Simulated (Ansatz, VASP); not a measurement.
Two plane-wave programs on Co

```
Co
1.0
     2.49352    0.00000    0.00000
    -1.24676    2.15945    0.00000
     0.00000    0.00000    4.02778
Co
2
Direct
  0.33333 0.66667 0.25000
  0.66667 0.33333 0.75000
```

Alike in both runs: task single point; functional PBE; k mesh 14 × 14 × 8; occupations fermi-dirac, width 0.05 eV; collinear spin.

```csv
,VASP,Ansatz
version,VASP 6.6.1,Ansatz 0.2.0
potentials or method,"VASP PAW PBE potentials, release 64 (Co), cutoff 520 eV","plane waves (500 eV) with PAW, scalar-relativistic"
valence electrons in the cell,18,34
```

|  | VASP | Ansatz | Ansatz less VASP |
| --- | --- | --- | --- |
| pressure (GPa) | -0.9 | 0.0 | +0.84 |
| net moment per atom (μB) | 1.58 | 1.59 | +0.014 |
| size of the moment on the site where the two differ most (μB) | 1.60 | 1.67 | +0.070 |

Site moments also hang on the region over which each program counts them. VASP's potentials hold 18 valence electrons a cell and Ansatz's 34, so a difference there can come from the potentials and not from the codes.
